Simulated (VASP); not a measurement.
# Hf (P6_3/mmc) in VASP: a series of runs, part 2 of 2

VASP 6.6.1. Earlier steps stand in the parts before.

## (4) Relaxation of cell and atoms, LDA, target pressure 2 GPa, at which the enthalpy is minimised

This run uses another cell than the first one, of 20.83 Å³/atom.

Input file INCAR:

```
SYSTEM = Hf
PREC = Accurate ; ENCUT = 600
EDIFF = 1E-6 ; ISMEAR = -1
SIGMA = 0.05 ; LREAL = .FALSE.
LASPH = .TRUE. ; NELM = 80
ALGO = Normal ; ISIF = 3
LWAVE = .FALSE. ; LCHARG = .FALSE.
IBRION = 2 ; NSW = 100
EDIFFG = -0.002 ; PSTRESS = 20.0
```

Input file KPOINTS:

```
regular mesh
0
G
  18 18 10
  0 0 0
```

Input file POSCAR:

```
Hf
1.0
    3.1184126316      0.0000000000      0.0000000000
   -1.5592063158      2.7006245584      0.0000000000
    0.0000000000      0.0000000000      4.9463495682
Hf
2
Direct
    0.3333333333      0.6666666667      0.2500000000
    0.6666666667      0.3333333333      0.7500000000
```

Potentials or basis: VASP PAW LDA potentials, release 64 (Hf_pv).

On the command line:

```
> cat potpaw_LDA.64/Hf_pv/POTCAR > POTCAR
> mpirun -np 1 vasp_std > vasp.out
```

OUTCAR:

```text
SYSTEM = Hf
   PREC = Accurate
   ENCUT = 600
   EDIFF = 1E-6
   ISMEAR = -1
   LREAL = .FALSE.
   LASPH = .TRUE.
   NELM = 80
   ISIF = 3
   IBRION = 2
   NSW = 100
   EDIFFG = -0.002
   PSTRESS = 20.0

 ion  position               nearest neighbor table
   1  0.333  0.667  0.250-   2 3.06   2 3.06   2 3.06   2 3.06   2 3.06   2 3.06
   2  0.667  0.333  0.750-   1 3.06   1 3.06   1 3.06   1 3.06   1 3.06   1 3.06

  LATTYP: Found a hexagonal cell.
 ALAT       =     3.1184126316
 C/A-ratio  =     1.5861754529

  Lattice vectors:

 A1 = (   3.1184126316,   0.0000000000,   0.0000000000)
 A2 = (  -1.5592063158,   2.7006245584,   0.0000000000)
 A3 = (   0.0000000000,   0.0000000000,   4.9463495682)

Analysis of symmetry for initial positions (statically):
=====================================================================
 Subroutine PRICEL returns:
 Original cell was already a primitive cell.

 Routine SETGRP: Setting up the symmetry group for a
 hexagonal supercell.

 Subroutine GETGRP returns: Found 24 space group operations
 (whereof 12 operations were pure point group operations)
 out of a pool of 24 trial point group operations.

The static configuration has the point symmetry D_3d.
 The point group associated with its full space group is D_6h.

Analysis of symmetry for dynamics (positions and initial velocities):
=====================================================================
 Subroutine PRICEL returns:
 Original cell was already a primitive cell.
[... 348 lines left out ...]
--------------------------------------- Ionic step       13  -------------------------------------------

 number of electron      20.0000000 magnetization

 Free energy of the ion-electron system (eV)
  ---------------------------------------------------
  ext. energy  EPLUGINS =         0.00000000
  ---------------------------------------------------
  free energy    TOTEN  =       -21.39265276 eV

  energy without entropy =      -21.37955463  energy(sigma->0) =      -21.38610370

 E-fermi :   5.4270     XC(G=0): -11.8726

 val. band max:        5.4201035354   @ k =   0.0556   0.0556   0.2000
 cond. band min:       5.4376796792   @ k =   0.1111   0.0556   0.1000
 fundamental gap:      0.0175761438
 Fermi energy:         5.4270341905

 k-point     1 :       0.0000    0.0000    0.0000
  band No.  band energies     occupation
      1     -25.4840      2.00000
      2     -24.4808      2.00000
      3     -24.4808      2.00000
      4     -24.3125      2.00000
      5     -24.3125      2.00000
      6     -24.3125      2.00000
      7      -2.1789      2.00000
      8       1.4310      2.00000
      9       6.5394      0.00000
     10       6.5515      0.00000
     11       6.5515      0.00000
     12       6.8243      0.00000
     13       7.4549      0.00000
     14       7.4549      0.00000
[... 377 lines left out ...]
      1     -25.2232      2.00000
      2     -25.0323      2.00000
      3     -24.9884      2.00000
      4     -24.7614      2.00000
      5     -24.6062      2.00000
      6     -24.4926      2.00000
      7       2.0814      2.00000
      8       2.7463      2.00000
      9       2.9925      2.00000
     10       4.6641      2.00000
     11       5.9495      0.00006
     12       6.3926      0.00000
     13       7.1501      0.00000
     14      10.9253      0.00000

 [... further k-points ...]
[... 5 lines left out ...]
  --------------------------------------------------------------------------------------
  -------------------------------------------------------------------------------------
  Total        0.5093539      0.5093539      0.5144263      0.0000000      0.0000000      0.0000000
  in kB       19.8966542     19.8966542     20.0947944      0.0000000      0.0000000      0.0000000
  external PRESSURE =      -0.0372991 kB  Pullay stress =      20.0000000 kB
[... 21 lines left out ...]
  energy  without entropy=      -21.3795546332  energy(sigma->0) =      -21.38610370

  enthalpy is  TOTEN    =       -20.8806532121 eV   P V=        0.5119995484

 reached required accuracy - stopping structural energy minimisation
```

OSZICAR:

```text
N       E                     dE             d eps       ncg     rms          rms(c)
DAV:   1     0.513959526626E+02    0.51396E+02   -0.12691E+04  6232   0.153E+03
DAV:   2    -0.199967439158E+02   -0.71393E+02   -0.70164E+02  7788   0.291E+02
DAV:   3    -0.220806949259E+02   -0.20840E+01   -0.20214E+01  8418   0.319E+01
[... 72 lines left out ...]
DAV:   2    -0.213926754115E+02    0.20197E-05   -0.36893E-06  6238   0.162E-02    0.522E-03
DAV:   3    -0.213926747665E+02    0.64503E-06   -0.10587E-06  3216   0.856E-03
  12 F= -.20880653E+02 E0= -.20874104E+02  d E =-.753388E-06
       N       E                     dE             d eps       ncg     rms          rms(c)
DAV:   1    -0.213926529119E+02    0.22500E-04   -0.26853E-06  5062   0.148E-02    0.683E-03
DAV:   2    -0.213926527605E+02    0.15137E-06   -0.24137E-07  3216   0.441E-03
  13 F= -.20880653E+02 E0= -.20874104E+02  d E =-.561190E-06
```

Wall time 14 min (1 thread of Oxide Virtual Turin-like, shared host); peak memory 0.24 GiB.

Results:

- Free energy: -21.3927 eV
- Relaxed volume: 20.51 Å³/atom
- Relaxed cell: a = 3.102 Å, b = 3.102 Å, c = 4.923 Å, α = 90.00°, β = 90.00°, γ = 120.00°
- Space group after relaxing (to 0.1 Å): P6_3/mmc (No. 194)
- Energy change on relaxing (the run minimises the enthalpy): +2.1 meV/atom
- Ionic steps: 13
- Pressure after relaxing: 2.0 GPa
- Band gap on the k mesh: zero (bands 10 and 11 overlap by 1.45 eV)

The path:
| step | energy change (eV) | largest force (eV/Å) | pressure (GPa) | volume (Å³) |
| --- | --- | --- | --- | --- |
| 1 | 0.0000 | 0.0000 | 0.08 | 41.66 |
| 2 | 0.0220 | 0.0000 | 4.78 | 40.17 |
| 3 | 0.0040 | 0.0000 | 1.98 | 41.03 |
| 4 | 0.0042 | 0.0000 | 2.02 | 41.01 |
| 5 | 0.0042 | 0.0000 | 2.03 | 41.01 |
| 6 | 0.0042 | 0.0000 | 2.03 | 41.01 |
| 7 | 0.0042 | 0.0000 | 2.03 | 41.01 |
| 8 | 0.0042 | 0.0000 | 2.03 | 41.01 |
| 9 | 0.0042 | 0.0000 | 2.03 | 41.01 |
| 10 | 0.0040 | 0.0000 | 1.98 | 41.03 |
| 11 | 0.0041 | 0.0000 | 1.96 | 41.02 |
| 12 | 0.0041 | 0.0000 | 1.98 | 41.02 |
| 13 | 0.0042 | 0.0000 | 2.00 | 41.02 |

Final structure:
```
CELL_PARAMETERS angstrom
3.10175 0.00000 0.00000
-1.55087 2.68619 0.00000
0.00000 0.00000 4.92273
ATOMIC_POSITIONS crystal
Hf 0.33333 0.66667 0.25000
Hf 0.66667 0.33333 0.75000
```

Levels at points of the mesh, in eV from the Fermi level:
| k point | band 8 | band 9 | band 10 | band 11 | band 12 | band 13 |
| --- | --- | --- | --- | --- | --- | --- |
| (0.00, 0.00, 0.00) | -4.00 | 1.11 | 1.12 | 1.12 | 1.40 | 2.03 |
| (0.50, 0.00, 0.00) | -3.10 | -2.53 | -0.52 | 0.70 | 0.96 | 1.80 |
| (0.00, 0.00, 0.50) | -5.47 | 0.09 | 0.09 | 1.01 | 1.01 | 1.01 |
| (0.50, 0.00, 0.50) | -3.70 | -1.19 | -1.19 | 1.61 | 1.61 | 2.78 |

Caveat: the cell is relaxed towards a set pressure, so the run minimises the enthalpy, not the energy; spin-orbit coupling is left out, which moves the levels of the heavy elements. LDA usually gives volumes a few per cent too small.

## (5) The runs side by side

```csv
cell,gap on the mesh (eV),pressure (GPa)
"relaxed from a = 3.197, b = 3.197, c = 5.058 Å, angles 90.0, 90.0, 120.0°, 2 atoms",none,0.0
"relaxed to 1 GPa from a = 3.118, b = 3.118, c = 4.946 Å, angles 90.0, 90.0, 120.0°, 2 atoms",none,1.0
"relaxed to 2 GPa from a = 3.118, b = 3.118, c = 4.946 Å, angles 90.0, 90.0, 120.0°, 2 atoms",none,2.0
```

Alike in all rows: task relaxation of cell and atoms; level LDA; potentials or basis VASP PAW LDA potentials, release 64 (Hf_pv); no spin polarisation; k mesh 18 × 18 × 10; cutoff (eV) 600; smearing fermi-dirac 0.05 eV.

Caveats: spin-orbit coupling is left out, which moves the levels of the heavy elements; the cell is relaxed towards a set pressure, so the run minimises the enthalpy, not the energy (at least some runs).

Absolute energies hang on the potentials; compare differences alone.

The gap in the log of VASP goes by the Fermi energy; the results here count the filled bands.